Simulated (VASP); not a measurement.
# CeO2 (Fm-3m) in VASP: further runs, part 2 of 2

VASP 6.6.1. Earlier steps stand in the parts before.

### Step 3. Vibrations by perturbation theory, PBEsol

This run uses another cell than the first one, of 13.11 Å³/atom.

The input, INCAR:

```
SYSTEM = CeO2
ALGO = Normal
EDIFF = 1E-8
ENCUT = 600
GGA = PS
GGA_COMPAT = .False.
IBRION = 8
ISIF = 2
ISMEAR = 0
LASPH = .True.
LCHARG = .False.
LEPSILON = .True.
LMAXMIX = 6
LREAL = .False.
LWAVE = .False.
NELM = 200
NSW = 1
PREC = Accurate
SIGMA = 0.01
```

The input, KPOINTS:

```
k-points
0
Gamma
  6 6 6
  0 0 0
```

The input, POSCAR:

```
CeO2
1.0
    0.0000000000      2.6990300098      2.6990300098
    2.6990300098      0.0000000000      2.6990300098
    2.6990300098      2.6990300098      0.0000000000
Ce O
1 2
Direct
    0.0000000000      0.0000000000      0.0000000000
    0.2500000000      0.2500000000      0.2500000000
    0.7500000000      0.7500000000      0.7500000000
```

Potentials or basis: VASP PAW PBE potentials, release 64 (Ce, O).

Started as:

```bash
$ cat potpaw_PBE.64/Ce/POTCAR potpaw_PBE.64/O/POTCAR > POTCAR
$ mpirun -np 1 vasp_std > vasp.out
```

OUTCAR:

```text
SYSTEM = CeO2
   EDIFF = 1E-8
   ENCUT = 600
   GGA = PS
   IBRION = 8
   ISIF = 2
   ISMEAR = 0
   LASPH = .True.
   LEPSILON = .True.
   LREAL = .False.
   NELM = 200
   NSW = 1
   PREC = Accurate

 ion  position               nearest neighbor table
   1  0.000  0.000  0.000-   3 2.34   3 2.34   2 2.34   3 2.34   2 2.34   2 2.34   3 2.34   2 2.34

   2  0.250  0.250  0.250-   1 2.34   1 2.34   1 2.34   1 2.34
   3  0.750  0.750  0.750-   1 2.34   1 2.34   1 2.34   1 2.34

  LATTYP: Found a face centered cubic cell.
 ALAT       =     5.3980600196

  Lattice vectors:

 A1 = (   0.0000000000,   2.6990300098,   2.6990300098)
 A2 = (   2.6990300098,   0.0000000000,   2.6990300098)
 A3 = (   2.6990300098,   2.6990300098,   0.0000000000)

Analysis of symmetry for initial positions (statically):
=====================================================================
 Subroutine PRICEL returns:
 Original cell was already a primitive cell.

 Routine SETGRP: Setting up the symmetry group for a
 face centered cubic supercell.

 Subroutine GETGRP returns: Found 48 space group operations
 (whereof 48 operations were pure point group operations)
 out of a pool of 48 trial point group operations.

The static configuration has the point symmetry O_h .

Analysis of symmetry for dynamics (positions and initial velocities):
=====================================================================
 Subroutine PRICEL returns:
 Original cell was already a primitive cell.

 Routine SETGRP: Setting up the symmetry group for a
 face centered cubic supercell.

 Subroutine GETGRP returns: Found 48 space group operations
 (whereof 48 operations were pure point group operations)
 out of a pool of 48 trial point group operations.

The dynamic configuration has the point symmetry O_h .

 Subroutine INISYM returns: Found 48 space group operations
 (whereof 48 operations are pure point group operations),
 and found     1 'primitive' translations

----------------------------------------------------------------------------------------

                                     Primitive cell

  volume of cell :      39.3236

  direct lattice vectors                    reciprocal lattice vectors
     0.000000000  2.699030010  2.699030010    -0.185251738  0.185251738  0.185251738
     2.699030010  0.000000000  2.699030010     0.185251738 -0.185251738  0.185251738
     2.699030010  2.699030010  0.000000000     0.185251738  0.185251738 -0.185251738
[... 504 lines left out ...]

 Free energy of the ion-electron system (eV)
  ---------------------------------------------------
  ---------------------------------------------------
  free energy    TOTEN  =        -0.36712582 eV

  energy without entropy =       -0.36712582

------------------------ aborting loop because EDIFF is reached ----------------------------------------

 INTERNAL STRAIN TENSOR  FOR ION    2  DIRECTION 1   (eV/Angst):
 -----------------------------------------------------------------------------
    -0.00576  0.00000 -0.00000
     0.00000 -0.00441 -1.78440
    -0.00000 -1.78440 -0.00441

 MACROSCOPIC STATIC DIELECTRIC TENSOR (including local field effects in DFT)
 ------------------------------------------------------
           7.821451    -0.000000     0.000000
           0.000000     7.821451     0.000000
           0.000000     0.000000     7.821451
 ------------------------------------------------------

 PIEZOELECTRIC TENSOR (including local field effects)  for field in x, y, z        (e  Angst)
          XX          YY          ZZ          XY          YZ          ZX
  --------------------------------------------------------------------------------
  x     0.00000     0.00000     0.00000     0.00000     0.00000     0.00000
  y     0.00000     0.00000     0.00000     0.00000     0.00000     0.00000
  z     0.00000     0.00000     0.00000     0.00000     0.00000     0.00000

 PIEZOELECTRIC TENSOR (including local field effects)  for field in x, y, z        (C/m^2)
          XX          YY          ZZ          XY          YZ          ZX
  --------------------------------------------------------------------------------
  x     0.00000     0.00000     0.00000     0.00000     0.00000     0.00000
  y     0.00000     0.00000     0.00000     0.00000     0.00000     0.00000
  z     0.00000     0.00000     0.00000     0.00000     0.00000     0.00000

 BORN EFFECTIVE CHARGES (including local field effects) (in |e|, cummulative output)
 ---------------------------------------------------------------------------------
 ion    1
    1     5.79021    -0.00000     0.00000
    2     0.00000     5.79021    -0.00000
    3    -0.00000     0.00000     5.79021
 ion    2
    1    -2.89510     0.00000    -0.00000
    2     0.00000    -2.89510    -0.00000
    3    -0.00000     0.00000    -2.89510
 ion    3
    1    -2.89510    -0.00000    -0.00000
    2    -0.00000    -2.89510    -0.00000
    3    -0.00000     0.00000    -2.89510

 INTERNAL STRAIN TENSOR FOR ION    3 for displacements in x,y,z  (eV/Angst):
          X           Y           Z          XY          YZ          ZX
  --------------------------------------------------------------------------------
  x     0.00000     0.00000     0.00000    -0.00000     1.78440    -0.00000
  y    -0.00000     0.00000    -0.00000     0.00000     0.00000     1.78440
  z    -0.00000    -0.00000     0.00000     1.78440     0.00000    -0.00000

 SECOND DERIVATIVES (NOT SYMMETRIZED)
 ------------------------------------
               1X          1Y          1Z          2X          2Y          2Z          3X          3Y          3Z
  1X    -7.581880    0.000000    0.000000    3.790940    0.000000    0.000000    3.790940    0.000000    0.000000
  1Y     0.000000   -7.581880    0.000000    0.000000    3.790940    0.000000    0.000000    3.790940    0.000000
  1Z     0.000000    0.000000   -7.581880    0.000000    0.000000    3.790940    0.000000    0.000000    3.790940
  2X     3.728556    0.000000    0.000000   -7.398869    0.000000    0.000000    3.670312    0.000000    0.000000
  2Y     0.000000    3.728556    0.000000    0.000000   -7.398869    0.000000    0.000000    3.670312    0.000000
  2Z     0.000000    0.000000    3.728556    0.000000    0.000000   -7.398869    0.000000    0.000000    3.670312
  3X     3.728556    0.000000    0.000000    3.670312    0.000000    0.000000   -7.398869    0.000000    0.000000
  3Y     0.000000    3.728556    0.000000    0.000000    3.670312    0.000000    0.000000   -7.398869    0.000000
  3Z     0.000000    0.000000    3.728556    0.000000    0.000000    3.670312    0.000000    0.000000   -7.398869

 Eigenvectors and eigenvalues of the dynamical matrix
 ----------------------------------------------------

   1 f  =   13.003147 THz    81.701184 2PiTHz  433.738308 cm-1    53.776672 meV
             X         Y         Z           dx          dy          dz
      0.000000  0.000000  0.000000    -0.000000   -0.000000    0.000000
      1.349515  1.349515  1.349515    -0.133090   -0.694469   -0.000000
      4.048545  4.048545  4.048545     0.133090    0.694469    0.000000
[... 43 lines left out ...]
   9 f/i=    0.027180 THz     0.170777 2PiTHz    0.906626 cm-1     0.112407 meV
             X         Y         Z           dx          dy          dz
      0.000000  0.000000  0.000000    -0.222249    0.739208   -0.464460
      1.349515  1.349515  1.349515    -0.075730    0.251882   -0.158263
      4.048545  4.048545  4.048545    -0.075730    0.251882   -0.158263

--------------------------------------------------------------------------------------------------------

 MACROSCOPIC STATIC DIELECTRIC TENSOR IONIC CONTRIBUTION
 ------------------------------------------------------
          20.459739     0.000000    -0.000000
           0.000000    20.459739     0.000000
          -0.000000     0.000000    20.459739
 ------------------------------------------------------

 ELASTIC MODULI CONTR FROM IONIC RELAXATION (kBar)
 Direction    XX          YY          ZZ          XY          YZ          ZX
 --------------------------------------------------------------------------------
 XX          -0.0000     -0.0000     -0.0000      0.0000     -0.0000      0.0000
 YY          -0.0000     -0.0000     -0.0000      0.0000     -0.0000     -0.0000
 ZZ          -0.0000     -0.0000     -0.0000     -0.0000     -0.0000      0.0000
 XY           0.0000      0.0000     -0.0000    -23.4399      0.0000      0.0000
 YZ          -0.0000     -0.0000     -0.0000      0.0000    -23.4399     -0.0000
 ZX           0.0000     -0.0000      0.0000      0.0000     -0.0000    -23.4399
 --------------------------------------------------------------------------------

 PIEZOELECTRIC TENSOR IONIC CONTR  for field in x, y, z        (C/m^2)
          XX          YY          ZZ          XY          YZ          ZX
  --------------------------------------------------------------------------------
  x     0.00000     0.00000     0.00000     0.00000     0.00000    -0.00000
  y    -0.00000    -0.00000    -0.00000     0.00000    -0.00000     0.00000
  z    -0.00000     0.00000    -0.00000    -0.00000    -0.00000    -0.00000
```

stdout:

```text
POSCAR found type information on POSCAR CeO
 POSCAR found :  2 types and       3 ions
 scaLAPACK will be used
 -----------------------------------------------------------------------------
|                                                                             |
|                                                                             |
[... 39 lines left out ...]
 first order change of Fermi-energy  -0.23783E-02
 force on displaced ion       1 direction 1 :  -7.582   0.000   0.000
 Born effective charge ion    1 direction 1 :   5.762   0.000   0.000
 Linear response progress:
 first order change of Fermi-energy   0.11590E-02
 force on displaced ion       2 direction 1 :  -7.399   0.000   0.000
 Born effective charge ion    2 direction 1 :  -2.880   0.000   0.000
 Born effective charges drift removed
 Linear response finished
```

Run time: 6.2 min. Hardware: 1 thread of Intel Xeon 6975P-C (Granite Rapids), shared host; peak memory 0.3 GiB.

What came out:

```yaml
Electronic_dielectric_tensor_diagonal: 7.82
Born_charges_mean_of_the_diagonal: Ce +5.79; O -2.90 e
Highest_phonon_frequency_at_Γ_LO-TO_splitting_left_out: 434 cm⁻¹
```

Phonon frequencies in cm⁻¹ (negative: imaginary):
```
              q point                       frequencies
(0.000, 0.000, 0.000)  -1 -1 -1 279 279 279 434 434 434
```

Electronic dielectric tensor:
```
7.82 0.00 0.00
0.00 7.82 0.00
0.00 0.00 7.82
```

Born effective charge tensors (e):
atom 1, Ce
```
5.79 0.00 0.00
0.00 5.79 0.00
0.00 0.00 5.79
```
atom 2, O
```
-2.90  0.00  0.00
 0.00 -2.90  0.00
 0.00  0.00 -2.90
```
atom 3, O
```
-2.90  0.00  0.00
 0.00 -2.90  0.00
 0.00  0.00 -2.90
```

Caveat: the PAW data sets were made with another functional, which shifts forces and pressure a little; spin-orbit coupling is left out, which moves the levels of the heavy elements; the run has no spin polarisation, though such a crystal can be magnetic. Spin polarisation is off, so any magnetic state and its effect on volume and gap are missing.
